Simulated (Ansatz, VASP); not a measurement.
# Two plane-wave programs on Li3NbP2

```
Li Nb P
1.0
     5.10030    0.00000    0.00000
    -2.55015    4.41699    0.00000
     0.00000    0.00000    3.72435
Li Nb P
3 1 2
Cartesian
  -1.2751 2.2085 1.8622
  2.5502 0.0000 1.8622
  1.2751 2.2085 1.8622
  0.0000 0.0000 0.0000
  0.0000 2.9447 0.0000
  2.5502 1.4723 0.0000
```

Change from the starting cell: species swapped into the TbGa2Co3 type (P6/mmm, No. 191).

Alike in both runs: task relaxation of cell and atoms; functional PBE; k mesh 9 × 9 × 10; occupations gaussian, width 0.1 eV; no spin polarisation.

```csv
,VASP,Ansatz
version,VASP 6.6.1,Ansatz 0.2.0
potentials or method,"VASP PAW PBE potentials, release 64 (Li_sv, Nb_sv, P), cutoff 600 eV","scalar-relativistic, plane waves, PAW"
valence electrons in the cell,32,32
```

Ansatz gave:

```
gap on the k mesh at the Fermi level, each at its own relaxed structure (eV) : none
relaxed volume (Å³/atom)                                                     : 13.27
relaxed cell length with the largest relative difference (Å)                 : 4.780
```

Q: What did VASP give for the same quantities?

A: gap on the k mesh at the Fermi level, each at its own relaxed structure (eV): none; relaxed volume (Å³/atom): 13.24; relaxed cell length with the largest relative difference (Å): 4.776.

A gap of «none» marks a metal or a gap that the smearing closes.

Noted on VASP's run: the cutoff is short for stress, so the pressure is rough.
